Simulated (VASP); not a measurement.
**CdTe (zincblende type): relaxation of cell and atoms with LDA**

Crystal: CdTe (zincblende type).

```
CELL_PARAMETERS angstrom
0.00000 3.10723 3.10723
3.10723 0.00000 3.10723
3.10723 3.10723 0.00000
ATOMIC_POSITIONS crystal
Cd 0.00000 0.00000 0.00000
Te 0.25000 0.25000 0.25000
```

| Property | Result |
| --- | --- |
| Program | VASP 6.6.1 |
| Task | relaxation of cell and atoms |
| Functional | LDA |
| Potentials or basis | VASP PAW LDA potentials, release 64 (Cd, Te) |
| Cutoff | 500 eV |
| k mesh | 9 × 9 × 9 |
| Occupations | fermi-dirac, width 0.02 eV |
| Spin | no spin polarisation |
| Dipole correction | no |
| Further INCAR settings | ALGO = Normal; EDIFF = 1e-07; IBRION = 2; EDIFFG = -0.005; NSW = 60; ISIF = 3 |

| Property | Result |
| --- | --- |
| Relaxed volume | 33.06 Å³/atom |
| Relaxed cell | a = 4.539 Å, b = 4.539 Å, c = 4.539 Å, α = 60.00°, β = 60.00°, γ = 60.00° |
| Space group after relaxing (to 0.05 Å) | F-43m (No. 216) |
| Energy gained by relaxing | 49.9 meV/atom |
| Ionic steps | 3 |
| Pressure after relaxing | 0.0 GPa |
| Band gap on the k mesh | 0.64 eV, direct |

Step by step:
| step | energy change (eV) | largest force (eV/Å) | pressure (GPa) | volume (Å³) |
| --- | --- | --- | --- | --- |
| 1 | 0.0000 | 0.0000 | 5.71 | 60.00 |
| 2 | -0.0730 | 0.0000 | -2.23 | 69.78 |
| 3 | -0.0998 | 0.0000 | 0.01 | 66.12 |

Final structure:
```
CELL_PARAMETERS angstrom
0.00000 3.20947 3.20947
3.20947 0.00000 3.20947
3.20947 3.20947 0.00000
ATOMIC_POSITIONS crystal
Cd 0.00000 0.00000 0.00000
Te 0.25000 0.25000 0.25000
```

Levels at points of the mesh, in eV from the valence-band top:
| k point | band 5 | band 6 | band 7 | band 8 | band 9 | band 10 | band 11 | band 12 | band 13 |
| --- | --- | --- | --- | --- | --- | --- | --- | --- | --- |
| (0.00, 0.00, 0.00) | -8.11 | -8.11 | 0.00 | 0.00 | 0.00 | 0.64 | 4.48 | 4.48 | 4.48 |

Run time: 41 s on 1 thread of Intel(R) Xeon(R) Platinum 8375C CPU @ 2.90GHz (Ice Lake), on a shared host, peak memory 0.17 GiB.

Caveat: spin-orbit coupling is left out, which moves the levels of the heavy elements. A hybrid or GW would open this gap; LDA tends to underestimate it.
